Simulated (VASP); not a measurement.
# TiO2 (R-3m) in VASP: a series of runs

The runs below take TiO2 through single point, with PBEsol, LDA.

All numbers are computed with VASP 6.6.1; they aren't measurements. Logs are shortened: lines on timing, memory, paths and dates and some standing lists are left out, and cuts for length are marked.

## (1) The cell of the first run

It takes space group R-3m (No. 166, trigonal). Conventional cell: a = 2.954 Å, b = 2.954 Å, c = 20.662 Å, α = 90.00°, β = 90.00°, γ = 120.00°. Ti (site symmetry -3m) has 6 O at 1.95 Å within 2.6 Å. O (site symmetry 3m) has 3 Ti at 1.95 Å and 3 O at 2.56 Å within 2.6 Å.

## (2) Single point, PBEsol

INCAR reads:

```
SYSTEM = TiO2
  PREC = Accurate
  ENCUT = 520
  EDIFF = 1E-6
  ISMEAR = -1
  SIGMA = 0.05
  LREAL = .FALSE.
  LASPH = .TRUE.
  NELM = 80
  ALGO = Normal
  ISIF = 2
  LWAVE = .FALSE.
  LCHARG = .FALSE.
  GGA = PS
  NBANDS = 19
```

KPOINTS reads:

```
regular mesh
0
G
  10 10 10
  0 0 0
```

POSCAR reads:

```
TiO2
1.0
    1.4770945154      0.8528009160      6.8871876337
   -1.4770945154      0.8528009160      6.8871876337
    0.0000000000     -1.7056018321      6.8871876337
Ti O
1 2
Direct
    0.0000000000      0.0000000000      0.0000000000
    0.3795330000      0.3795330000      0.3795330000
    0.6204670000      0.6204670000      0.6204670000
```

Potentials or basis: VASP PAW PBE potentials, release 64 (Ti_sv, O).

Launch:

```sh
$ cat potpaw_PBE.64/Ti_sv/POTCAR potpaw_PBE.64/O/POTCAR > POTCAR
$ mpirun -np 1 vasp_std > vasp.out
```

OUTCAR:

```text
SYSTEM = TiO2
   PREC = Accurate
   ENCUT = 520
   EDIFF = 1E-6
   ISMEAR = -1
   LREAL = .FALSE.
   LASPH = .TRUE.
   NELM = 80
   ISIF = 2
   GGA = PS

 ion  position               nearest neighbor table
   1  0.000  0.000  0.000-   3 1.95   2 1.95   3 1.95   3 1.95   2 1.95   2 1.95
   2  0.380  0.380  0.380-   1 1.95   1 1.95   1 1.95
   3  0.620  0.620  0.620-   1 1.95   1 1.95   1 1.95

  LATTYP: Found a trigonal (rhomboedric) cell.
 ALAT       =     7.0952400320
 COS(alpha) =     0.9133213014

  Lattice vectors:

 A1 = (   1.4770945154,   0.8528009160,   6.8871876337)
 A2 = (  -1.4770945154,   0.8528009160,   6.8871876337)
 A3 = (   0.0000000000,  -1.7056018321,   6.8871876337)

Analysis of symmetry for initial positions (statically):
=====================================================================
 Subroutine PRICEL returns:
 Original cell was already a primitive cell.

 Routine SETGRP: Setting up the symmetry group for a
 trigonal (rhombohedral) supercell.

 Subroutine GETGRP returns: Found 12 space group operations
 (whereof 12 operations were pure point group operations)
 out of a pool of 12 trial point group operations.

The static configuration has the point symmetry D_3d.

Analysis of symmetry for dynamics (positions and initial velocities):
=====================================================================
 Subroutine PRICEL returns:
 Original cell was already a primitive cell.

 Routine SETGRP: Setting up the symmetry group for a
 trigonal (rhombohedral) supercell.

 Subroutine GETGRP returns: Found 12 space group operations
 (whereof 12 operations were pure point group operations)
 out of a pool of 12 trial point group operations.

The dynamic configuration has the point symmetry D_3d.

 Subroutine INISYM returns: Found 12 space group operations
 (whereof 12 operations are pure point group operations),
 and found     1 'primitive' translations

----------------------------------------------------------------------------------------

                                     Primitive cell

  volume of cell :      52.0534

  direct lattice vectors                    reciprocal lattice vectors
     1.477094515  0.852800916  6.887187634     0.338502374  0.195434437  0.048399049
    -1.477094515  0.852800916  6.887187634    -0.338502374  0.195434437  0.048399049
[... 78 lines left out ...]
   PREC   = accura    normal or accurate (medium, high low for compatibility)
   ISTART =      0    job   : 0-new  1-cont  2-samecut
   ICHARG =      2    charge: 1-file 2-atom 10-const
   ISPIN  =      1    spin polarized calculation?
   LNONCOLLINEAR =      F non collinear calculations
   LSORBIT =      F    spin-orbit coupling
   LASPH  =      T    aspherical Exc in radial PAW
   ENCUT  =  520.0 eV  38.22 Ry    6.18 a.u.  13.19 13.19 13.19*2*pi/ulx,y,z
   NELM   =     80;   NELMIN=  2; NELMDL= -5     # of ELM steps
   EDIFF  = 0.1E-05   stopping-criterion for ELM
   LREAL  =      F    real-space projection
   EDIFFG = 0.1E-04   stopping-criterion for IOM
   NSW    =      0    number of steps for IOM
   IBRION =     -1    ionic relax: 0-MD 1-quasi-New 2-CG
   NFREE  =      0    steps in history (QN), initial steepest desc. (CG)
   ISIF   =      2    stress and relaxation
   ISYM   =      2    0-nonsym 1-usesym 2-fastsym
   POTIM  = 0.5000    time-step for ionic-motion
   TEBEG  =    0.0;   TEEND  =   0.0 temperature during run
   PSTRESS=    0.0 pullay stress
   NELECT =      24.0000    total number of electrons
   NUPDOWN=      -1.0000    fix difference up-down
   EMIN   =  10.00;   EMAX   =-10.00  energy-range for DOS
   EFERMI =   0.00;   METHOD = LEGACY
   ISMEAR =    -1;   SIGMA  =   0.05  broadening in eV -4-tet -1-fermi 0-gaus
   EFERMI_NEDOS =   21; number of points for ismear=-14 and -15
   IALGO  =     38    algorithm
   IMIX   =      4    mixing-type and parameters
     AMIX     =   0.40;   BMIX     =  1.00
     AMIX_MAG =   1.60;   BMIX_MAG =  1.00
  volume/ion in A,a.u.               =      17.35       117.09
  Fermi-wavevector in a.u.,A,eV,Ry     =   1.264723  2.389981 21.762861  1.599525
  Thomas-Fermi vector in A             =   2.398014
   LORBIT       =      0    0 simple, 1 ext, 2 COOP (PROOUT), +10 PAW based schemes
   GGA     = PS    functional components
   LHFCALC =     F    Hartree Fock is set to
   AEXX    =    0.0000 exact exchange contribution
   IVDW    =     0    specifies the selected vdW correction
   LEPSILON=     F    determine dielectric tensor
   LRPA    =     F    only Hartree local field effects (RPA)
 non-spin polarized calculation
  energy-cutoff  :      520.00
  volume of cell :       52.05
 maximum number of plane-waves:      1433
 NGX is ok and might be reduce to    54
   NGX = 27   NGY = 27   NGZ = 27

 number of electron      24.0000007 magnetization

 Free energy of the ion-electron system (eV)
  ---------------------------------------------------
  ext. energy  EPLUGINS =         0.00000000
  ---------------------------------------------------
  free energy    TOTEN  =       -27.64706659 eV

  energy without entropy =      -27.64706659  energy(sigma->0) =      -27.64706659

 E-fermi :   0.2087     XC(G=0):  -7.8935

 val. band max:       -0.9465179924   @ k =  -0.2000   0.1000  -0.0000
 cond. band min:       1.8238869494   @ k =   0.0000   0.0000   0.0000
 fundamental gap:      2.7704049418
 Fermi energy:         0.2086639854

 k-point     1 :       0.0000    0.0000    0.0000
  band No.  band energies     occupation
      1     -56.9245      2.00000
      2     -33.3159      2.00000
      3     -33.0049      2.00000
      4     -33.0049      2.00000
      5     -18.4268      2.00000
      6     -16.5051      2.00000
[... 505 lines left out ...]
      6     -16.9086      2.00000
[... 11 lines left out ...]
     18       9.5642      0.00000
     19      11.3888      0.00000

 [... further k-points ...]
[... 5 lines left out ...]
  --------------------------------------------------------------------------------------
  -------------------------------------------------------------------------------------
  Total        0.5217504      0.5217504      0.3722761      0.0000000     -0.0000000     -0.0000000
  in kB       16.0592138     16.0592138     11.4584691      0.0000000     -0.0000000     -0.0000000
  external PRESSURE =      14.5256322 kB  Pullay stress =       0.0000000 kB

 VOLUME and BASIS-vectors are now :
 -----------------------------------------------------------------------------
  energy-cutoff  :      520.00
  volume of cell :       52.05
      direct lattice vectors                 reciprocal lattice vectors
     1.477094515  0.852800916  6.887187634     0.338502374  0.195434437  0.048399049
    -1.477094515  0.852800916  6.887187634    -0.338502374  0.195434437  0.048399049
     0.000000000 -1.705601832  6.887187634     0.000000000 -0.390868873  0.048399049

 POSITION                                       TOTAL-FORCE (eV/Angst)
 -----------------------------------------------------------------------------------
      0.00000      0.00000      0.00000        -0.000000     -0.000000      0.000000
      0.00000     -0.00000      7.84174         0.000000     -0.000000      0.217587
      0.00000     -0.00000     12.81982         0.000000      0.000000     -0.217587
 -----------------------------------------------------------------------------------
    total drift:                                0.000000     -0.000000     -0.000000

  FREE ENERGIE OF THE ION-ELECTRON SYSTEM (eV)
  ---------------------------------------------------
  free  energy   TOTEN  =       -27.6470665948 eV

  energy  without entropy=      -27.6470665948  energy(sigma->0) =      -27.64706659
```

OSZICAR:

```text
N       E                     dE             d eps       ncg     rms          rms(c)
DAV:   1     0.270034407229E+03    0.27003E+03   -0.12665E+04  4408   0.132E+03
DAV:   2    -0.854279734048E+01   -0.27858E+03   -0.26557E+03  5259   0.380E+02
DAV:   3    -0.341118935839E+02   -0.25569E+02   -0.25367E+02  5157   0.125E+02
DAV:   4    -0.353891250443E+02   -0.12772E+01   -0.12752E+01  6624   0.247E+01
DAV:   5    -0.354098623673E+02   -0.20737E-01   -0.20736E-01  5103   0.311E+00    0.227E+01
DAV:   6    -0.283664411313E+02    0.70434E+01   -0.39070E+01  5304   0.760E+01    0.925E+00
DAV:   7    -0.278202570112E+02    0.54618E+00   -0.96078E+00  4892   0.289E+01    0.741E+00
DAV:   8    -0.277388258074E+02    0.81431E-01   -0.21817E+00  4492   0.176E+01    0.290E+00
DAV:   9    -0.276665226493E+02    0.72303E-01   -0.31879E-01  5302   0.565E+00    0.153E+00
DAV:  10    -0.276473746869E+02    0.19148E-01   -0.56957E-02  4789   0.297E+00    0.461E-01
DAV:  11    -0.276466548873E+02    0.71980E-03   -0.88477E-03  5993   0.865E-01    0.127E-01
DAV:  12    -0.276472338326E+02   -0.57895E-03   -0.10412E-03  4428   0.308E-01    0.128E-01
DAV:  13    -0.276470816623E+02    0.15217E-03   -0.51445E-04  4927   0.193E-01    0.247E-02
DAV:  14    -0.276470691713E+02    0.12491E-04   -0.72114E-05  5499   0.638E-02    0.908E-03
DAV:  15    -0.276470665452E+02    0.26261E-05   -0.55100E-06  5083   0.233E-02    0.333E-03
DAV:  16    -0.276470665948E+02   -0.49604E-07   -0.74705E-07  2882   0.849E-03
   1 F= -.27647067E+02 E0= -.27647067E+02  d E =-.276547E-10
```

It took 11 min on 1 thread of Intel Xeon Platinum 8259CL at 2.50GHz (Skylake/Cascade Lake), shared host; peak memory 0.43 GiB.

What came out:

| Property | Result |
| --- | --- |
| Free energy | -27.6471 eV |
| Pressure | 1.5 GPa |
| Largest force | 0.218 eV/Å |
| Band gap on the k mesh | 2.77 eV, indirect (least direct gap 2.94 eV) |

Forces in eV/Å, atoms in the order of the input:
```
Ti   0.000  0.000  0.000
O    0.000  0.000  0.218
O    0.000  0.000 -0.218
```

Stress tensor (GPa, compression positive):
```
1.61 0.00 0.00
0.00 1.61 0.00
0.00 0.00 1.15
```

Caveat: the PAW data sets were made with another functional, which shifts forces and pressure a little. A k mesh can miss the band edges.

## (3) Single point, LDA

This run uses another cell than the first one, of 17.71 Å³/atom, 1.021 times its volume.

INCAR reads:

```
SYSTEM = TiO2
ALGO     = Normal         ! electronic algorithm
EDIFF    = 1E-7           ! SCF threshold, eV
ENCUT    = 520            ! plane-wave cutoff, eV
ISIF     = 2              ! what is computed and relaxed
ISMEAR   = -1             ! smearing method
LASPH    = .True.         ! aspherical terms in the spheres
LCHARG   = .False.        ! write CHGCAR
LREAL    = .False.        ! projectors in reciprocal space
LWAVE    = .False.        ! write WAVECAR
NBANDS   = 19             ! bands
NELM     = 60             ! most SCF steps
PREC     = Accurate       ! precision mode
SIGMA    = 0.05           ! smearing width, eV
```

KPOINTS reads:

```
k-points
0
Gamma
  10 10 10
  0 0 0
```

POSCAR reads:

```
TiO2
1.0
    1.4872816960      0.8586824875      6.9346869804
   -1.4872816960      0.8586824875      6.9346869804
    0.0000000000     -1.7173649751      6.9346869804
Ti O
1 2
Direct
    0.0000000000      0.0000000000      0.0000000000
    0.3795330000      0.3795330000      0.3795330000
    0.6204670000      0.6204670000      0.6204670000
```

Potentials or basis: VASP PAW LDA potentials, release 64 (Ti_sv, O).

Launch:

```sh
$ cat potpaw_LDA.64/Ti_sv/POTCAR potpaw_LDA.64/O/POTCAR > POTCAR
$ mpirun -np 1 vasp_std > vasp.out
```

OUTCAR:

```text
SYSTEM = TiO2
   EDIFF = 1E-7
   ENCUT = 520
   ISIF = 2
   ISMEAR = -1
   LASPH = .True.
   LREAL = .False.
   NELM = 60
   PREC = Accurate

 ion  position               nearest neighbor table
   1  0.000  0.000  0.000-   3 1.97   2 1.97   3 1.97   3 1.97   2 1.97   2 1.97
   2  0.380  0.380  0.380-   1 1.97   1 1.97   1 1.97
   3  0.620  0.620  0.620-   1 1.97   1 1.97   1 1.97

  LATTYP: Found a trigonal (rhomboedric) cell.
 ALAT       =     7.1441742682
 COS(alpha) =     0.9133213014

  Lattice vectors:

 A1 = (   1.4872816960,   0.8586824875,   6.9346869804)
 A2 = (  -1.4872816960,   0.8586824875,   6.9346869804)
 A3 = (   0.0000000000,  -1.7173649751,   6.9346869804)

Analysis of symmetry for initial positions (statically):
=====================================================================
 Subroutine PRICEL returns:
 Original cell was already a primitive cell.

 Routine SETGRP: Setting up the symmetry group for a
 trigonal (rhombohedral) supercell.

 Subroutine GETGRP returns: Found 12 space group operations
 (whereof 12 operations were pure point group operations)
 out of a pool of 12 trial point group operations.

The static configuration has the point symmetry D_3d.

Analysis of symmetry for dynamics (positions and initial velocities):
=====================================================================
 Subroutine PRICEL returns:
 Original cell was already a primitive cell.

 Routine SETGRP: Setting up the symmetry group for a
 trigonal (rhombohedral) supercell.

 Subroutine GETGRP returns: Found 12 space group operations
 (whereof 12 operations were pure point group operations)
 out of a pool of 12 trial point group operations.

The dynamic configuration has the point symmetry D_3d.

[... 107 lines left out ...]
   ISYM   =      2    0-nonsym 1-usesym 2-fastsym
   POTIM  = 0.5000    time-step for ionic-motion
   TEBEG  =    0.0;   TEEND  =   0.0 temperature during run
   PSTRESS=    0.0 pullay stress
   NELECT =      24.0000    total number of electrons
   NUPDOWN=      -1.0000    fix difference up-down
   EMIN   =  10.00;   EMAX   =-10.00  energy-range for DOS
   EFERMI =   0.00;   METHOD = LEGACY
   ISMEAR =    -1;   SIGMA  =   0.05  broadening in eV -4-tet -1-fermi 0-gaus
   EFERMI_NEDOS =   21; number of points for ismear=-14 and -15
   IALGO  =     38    algorithm
   IMIX   =      4    mixing-type and parameters
     AMIX     =   0.40;   BMIX     =  1.00
     AMIX_MAG =   1.60;   BMIX_MAG =  1.00
  volume/ion in A,a.u.               =      17.71       119.53
  Fermi-wavevector in a.u.,A,eV,Ry     =   1.256061  2.373610 21.465752  1.577688
  Thomas-Fermi vector in A             =   2.389787
   LORBIT       =      0    0 simple, 1 ext, 2 COOP (PROOUT), +10 PAW based schemes
   GGA     = CA    functional components
   LHFCALC =     F    Hartree Fock is set to
   AEXX    =    0.0000 exact exchange contribution
   IVDW    =     0    specifies the selected vdW correction
   LEPSILON=     F    determine dielectric tensor
   LRPA    =     F    only Hartree local field effects (RPA)
 non-spin polarized calculation
  energy-cutoff  :      520.00
  volume of cell :       53.14
 maximum number of plane-waves:      1465
 NGX is ok and might be reduce to    54
   NGX = 27   NGY = 27   NGZ = 27

 number of electron      24.0000008 magnetization

 Free energy of the ion-electron system (eV)
  ---------------------------------------------------
  ext. energy  EPLUGINS =         0.00000000
  ---------------------------------------------------
  free energy    TOTEN  =       -28.81563593 eV

  energy without entropy =      -28.81563593  energy(sigma->0) =      -28.81563593

 E-fermi :  -0.0267     XC(G=0):  -8.1338

 val. band max:       -1.2992317919   @ k =  -0.2000   0.1000  -0.0000
 cond. band min:       1.3579269204   @ k =   0.0000   0.0000   0.0000
 fundamental gap:      2.6571587123
 Fermi energy:        -0.0266602675

 k-point     1 :       0.0000    0.0000    0.0000
  band No.  band energies     occupation
      1     -56.8817      2.00000
      2     -33.5384      2.00000
      3     -33.2565      2.00000
      4     -33.2565      2.00000
      5     -18.4699      2.00000
      6     -16.5870      2.00000
[... 505 lines left out ...]
      6     -16.9843      2.00000
[... 11 lines left out ...]
     18       9.0947      0.00000
     19      10.7709      0.00000

 [... further k-points ...]
[... 5 lines left out ...]
  --------------------------------------------------------------------------------------
  -------------------------------------------------------------------------------------
  Total       -1.7523215     -1.7523215     -0.9525906      0.0000000      0.0000000      0.0000000
  in kB      -52.8348425    -52.8348425    -28.7218843      0.0000000      0.0000000      0.0000000
  external PRESSURE =     -44.7971898 kB  Pullay stress =       0.0000000 kB

 VOLUME and BASIS-vectors are now :
 -----------------------------------------------------------------------------
  energy-cutoff  :      520.00
  volume of cell :       53.14
      direct lattice vectors                 reciprocal lattice vectors
     1.487281696  0.858682487  6.934686980     0.336183792  0.194095803  0.048067538
    -1.487281696  0.858682487  6.934686980    -0.336183792  0.194095803  0.048067538
     0.000000000 -1.717364975  6.934686980     0.000000000 -0.388191605  0.048067538

 POSITION                                       TOTAL-FORCE (eV/Angst)
 -----------------------------------------------------------------------------------
      0.00000      0.00000      0.00000         0.000000      0.000000      0.000000
      0.00000     -0.00000      7.89583         0.000000      0.000000     -0.464945
      0.00000     -0.00000     12.90823         0.000000     -0.000000      0.464945
 -----------------------------------------------------------------------------------
    total drift:                                0.000000     -0.000000     -0.000000

  FREE ENERGIE OF THE ION-ELECTRON SYSTEM (eV)
  ---------------------------------------------------
  free  energy   TOTEN  =       -28.8156359349 eV

  energy  without entropy=      -28.8156359349  energy(sigma->0) =      -28.81563593
```

OSZICAR:

```text
N       E                     dE             d eps       ncg     rms          rms(c)
DAV:   1     0.264689800873E+03    0.26469E+03   -0.12571E+04  4408   0.131E+03
DAV:   2    -0.106890892679E+02   -0.27538E+03   -0.26330E+03  5192   0.380E+02
DAV:   3    -0.356225081556E+02   -0.24933E+02   -0.24674E+02  5112   0.124E+02
DAV:   4    -0.369143729771E+02   -0.12919E+01   -0.12901E+01  6705   0.247E+01
DAV:   5    -0.369335771135E+02   -0.19204E-01   -0.19202E-01  5050   0.302E+00    0.218E+01
DAV:   6    -0.297571637105E+02    0.71764E+01   -0.42755E+01  5328   0.759E+01    0.987E+00
DAV:   7    -0.290539013798E+02    0.70326E+00   -0.11866E+01  4852   0.313E+01    0.706E+00
DAV:   8    -0.288233366093E+02    0.23056E+00   -0.13324E+00  4495   0.133E+01    0.176E+00
DAV:   9    -0.288507963244E+02   -0.27460E-01   -0.17255E-01  5877   0.335E+00    0.182E+00
DAV:  10    -0.288193746259E+02    0.31422E-01   -0.90669E-02  4630   0.337E+00    0.747E-01
DAV:  11    -0.288151420039E+02    0.42326E-02   -0.23343E-02  5090   0.175E+00    0.121E-01
DAV:  12    -0.288152734971E+02   -0.13149E-03   -0.20109E-03  4762   0.567E-01    0.866E-02
DAV:  13    -0.288156214701E+02   -0.34797E-03   -0.64595E-04  4573   0.189E-01    0.548E-02
DAV:  14    -0.288156490953E+02   -0.27625E-04   -0.38354E-04  4898   0.200E-01    0.415E-02
DAV:  15    -0.288156359372E+02    0.13158E-04   -0.10183E-04  5001   0.112E-01    0.768E-03
DAV:  16    -0.288156359367E+02    0.53797E-09   -0.53419E-06  5352   0.214E-02    0.373E-03
DAV:  17    -0.288156359349E+02    0.17940E-08   -0.44024E-07  5205   0.638E-03
   1 F= -.28815636E+02 E0= -.28815636E+02  d E =-.300356E-11
```

Wall time 13 min (1 thread of Intel Xeon Platinum 8259CL at 2.50GHz (Skylake/Cascade Lake), shared host); peak memory 0.38 GiB.

What came out:

| Quantity | Value |
| --- | --- |
| Free energy | -28.8156 eV |
| Pressure | -4.5 GPa |
| Largest force | 0.465 eV/Å |
| Band gap on the k mesh | 2.66 eV, indirect (least direct gap 2.83 eV) |

Forces on the atoms (eV/Å):
```
Ti   0.000  0.000  0.000
O    0.000  0.000 -0.465
O    0.000  0.000  0.465
```

A k mesh can miss the band edges. Expect the measured gap to be larger: semilocal functionals such as LDA lack the derivative discontinuity.

[end of part 1 of 2]
